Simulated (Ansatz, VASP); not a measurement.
# InAs3: VASP beside Ansatz

```
In As
1.0
     4.37373    0.00000    0.00000
     0.00000    4.37373    0.00000
     0.00000    0.00000    4.32878
In As
1 3
Direct
  0.00000 0.00000 0.00000
  0.00000 0.50000 0.50000
  0.50000 0.00000 0.50000
  0.50000 0.50000 0.00000
```

Alike in both runs: task single point; functional PBE; k mesh 4 × 4 × 4; occupations gaussian, width 0.1 eV; no spin polarisation.

```csv
,VASP,Ansatz
version,VASP 6.6.1,Ansatz 0.2.0
potentials or method,"VASP PAW PBE potentials, release 64 (In_d, As), cutoff 520 eV","scalar-relativistic, plane waves, PAW"
valence electrons in the cell,28,58
```

```tsv
	VASP	Ansatz	Ansatz less VASP
gap on the k mesh at the Fermi level (eV)	none	none	-
pressure (GPa)	2.4	2.4	-0.03
```

A gap of «none» marks a metal or a gap that the smearing closes. The functional is the same, so the differences come from potentials, cutoffs and numerics. VASP's potentials hold 28 valence electrons a cell and Ansatz's 58, so a difference there can come from the potentials and not from the codes.

The k mesh is coarse, so the values compare programs but aren't converged.
